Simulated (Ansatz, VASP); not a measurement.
**Two plane-wave programs on InSb**

```xyz
2
Lattice="0.0000 2.9245 3.3018 2.9245 0.0000 3.3018 2.9245 2.9245 0.0000" Properties=species:S:1:pos:R:3 pbc="T T T"
In    0.0000    0.0000    0.0000
Sb    2.9245    2.9245    3.3018
```

Alike in both runs: task single point; functional PBEsol; k mesh 14 × 14 × 14; occupations gaussian, width 0.15 eV; no spin polarisation.

|  | VASP | Ansatz |
| --- | --- | --- |
| version | VASP 6.6.1 | Ansatz 0.2.0 |
| potentials or method | VASP PAW PBE potentials, release 64 (In_d, Sb), cutoff 520 eV | scalar-relativistic, plane waves, PAW |
| valence electrons in the cell | 18 | 28 |

|  | VASP | Ansatz | Ansatz less VASP |
| --- | --- | --- | --- |
| gap on the k mesh at the Fermi level (eV) | none | none | - |
| pressure (GPa) | 0.1 | 0.1 | -0.02 |
| traceless stress, the component that is largest in VASP (GPa) | -5.46 | -5.44 | +0.016 |

VASP's potentials were made for PBE, not for PBEsol, and Ansatz warns of the same on its side. A gap of «none» marks a metal or a gap that the smearing closes. With one functional, cell and mesh, what is left measures potentials, basis and numerics. VASP's potentials hold 18 valence electrons a cell and Ansatz's 28, so a difference there can come from the potentials and not from the codes.

Neither program's run includes spin-orbit coupling.
